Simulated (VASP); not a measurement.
Sb, 2 atoms in the cell. Symmetry: R-3m, No. 166, trigonal system. Conventional cell: a = 4.308 Å, b = 4.308 Å, c = 11.274 Å, α = 90.00°, β = 90.00°, γ = 120.00°. Within 3.8 Å of Sb (site symmetry 3m) lie 6 Sb at 2.91 to 3.35 Å. 

```yaml
Program: VASP 6.6.1
Task: relaxation of cell and atoms
Functional: RPBE
Dispersion: D4
Potentials_or_basis: VASP PAW PBE potentials, release 64 (Sb)
Cutoff: 600 eV
k_mesh: 8 × 8 × 8
Occupations: fermi-dirac, width 0.05 eV
Spin: no spin polarisation
Dipole_correction: no
Further_INCAR_settings: ALGO = Normal; EDIFF = 1e-07; IBRION = 2; EDIFFG = -0.01; NSW = 60; ISIF = 3
```

Potentials or basis: VASP PAW PBE potentials, release 64 (Sb).

Run with:

```sh
$ cat potpaw_PBE.64/Sb/POTCAR > POTCAR
$ mpirun -np 1 vasp_std > vasp.out
```

Hardware: 1 thread of Intel(R) Xeon(R) 6975P-C (Granite Rapids), with other jobs on the host.

Question: How long does it take, and how much memory?

Answer: Run time: 99 s on 1 thread of Intel(R) Xeon(R) 6975P-C (Granite Rapids), on a shared host, peak memory 0.22 GiB. Counts: scf iterations 81, k points 65, ion steps 13.
